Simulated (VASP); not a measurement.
Cd:

```
Cd
1.0
     0.00000    2.21000    2.21000
     2.21000    0.00000    2.21000
     2.21000    2.21000    0.00000
Cd
1
Direct
  0.00000 0.00000 0.00000
```

This isn't the form of Cd at room conditions, which is hcp.

| Item | Value |
| --- | --- |
| Program | VASP 6.6.1 |
| Task | relaxation of cell and atoms |
| Functional | LDA |
| Potentials or basis | VASP PAW LDA potentials, release 64 (Cd) |
| Cutoff | 500 eV |
| k mesh | 9 × 9 × 9 |
| Occupations | fermi-dirac, width 0.05 eV |
| Spin | no spin polarisation |

At the start: pressure -3.8 GPa; volume 21.59 Å³/atom.

Where does the relaxation end?

Over 3 steps the energy falls by 17.9 meV/atom and the volume is 20.18 Å³/atom (-6.5 %); space group Fm-3m (No. 225, to 0.1 Å) before and after.

Step by step:
```
step  energy change (eV)  largest force (eV/Å)  pressure (GPa)  volume (Å³)
   1              0.0000                0.0000           -3.80        21.59
   2             -0.0176                0.0000            0.53        20.03
   3             -0.0179                0.0000            0.01        20.18
```

Final structure:
```xyz
1
Lattice="0.0000 2.1609 2.1609 2.1609 0.0000 2.1609 2.1609 2.1609 0.0000" Properties=species:S:1:pos:R:3 pbc="T T T"
Cd    0.0000    0.0000    0.0000
```
